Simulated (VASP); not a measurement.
Wanted: the native input for a VASP 6.6.1 run.

```
Task                   : relaxation of cell and atoms
Functional             : PBE
Dispersion             : D3(BJ)
Potentials or basis    : VASP PAW PBE potentials, release 64 (Ba_sv, Ti_sv, O)
Cutoff                 : 600 eV
k mesh                 : 5 × 5 × 5
Occupations            : gaussian, width 0.01 eV
Spin                   : no spin polarisation
Dipole correction      : no
Further INCAR settings : ALGO = Normal; EDIFF = 1e-07; IBRION = 2; EDIFFG = -0.02; NSW = 80; ISIF = 3
```

The structure of BaTiO3 lies in POSCAR:

```
BaTiO3
1.0
    3.9998000000      0.0000000000      0.0000000000
    0.0000000000      3.9998000000      0.0000000000
    0.0000000000      0.0000000000      4.0180000000
Ba Ti O
1 1 3
Direct
    0.0000000000      0.0000000000      0.0000000000
    0.5000000000      0.5000000000      0.4900000000
    0.5000000000      0.5000000000      0.0190000000
    0.5000000000      0.0000000000      0.5170000000
    0.0000000000      0.5000000000      0.5170000000
```

The input as run:

INCAR

```
SYSTEM = BaTiO3
PREC     = Accurate       ! precision mode
ENCUT    = 600            ! plane-wave cutoff, eV
EDIFF    = 1E-7           ! SCF threshold, eV
ISMEAR   = 0              ! smearing method
SIGMA    = 0.01           ! smearing width, eV
LREAL    = .FALSE.        ! projectors in reciprocal space
LASPH    = .TRUE.         ! aspherical terms in the spheres
NELM     = 100            ! most SCF steps
ALGO     = Normal         ! electronic algorithm
ISIF     = 3              ! what is computed and relaxed
LWAVE    = .FALSE.        ! write WAVECAR
LCHARG   = .FALSE.        ! write CHGCAR
GGA      = PE             ! functional
IVDW     = 12             ! dispersion correction
IBRION   = 2              ! ionic algorithm
NSW      = 80             ! ionic steps
EDIFFG   = -0.02          ! ionic threshold
```

KPOINTS

```
regular mesh
0
G
  5 5 5
  0 0 0
```

Potentials or basis: VASP PAW PBE potentials, release 64 (Ba_sv, Ti_sv, O).

The run is started by

```sh
$ cat potpaw_PBE.64/Ba_sv/POTCAR potpaw_PBE.64/Ti_sv/POTCAR potpaw_PBE.64/O/POTCAR > POTCAR
$ mpirun -np 1 vasp_std > vasp.out
```

Results of the run:

```yaml
Relaxed_volume: 13.06 Å³/atom
Relaxed_cell: a = 3.984 Å, b = 3.984 Å, c = 4.113 Å, α = 90.00°, β = 90.00°, γ = 90.00°
Space_group_after_relaxing_to_0.05_Å: P4mm (No. 99)
Energy_gained_by_relaxing: 3.3 meV/atom
Ionic_steps: 14
Pressure_after_relaxing: 0.0 GPa
Band_gap_on_the_k_mesh: 1.98 eV, indirect (least direct gap 2.26 eV)
Dispersion_energy_per_atom: -0.260 eV
```

Caveat: spin-orbit coupling is left out, which moves the levels of the heavy elements.

It took 2.9 min on 1 thread of Intel(R) Xeon(R) 6975P-C (Granite Rapids), with other jobs on the host, peak memory 0.21 GiB.
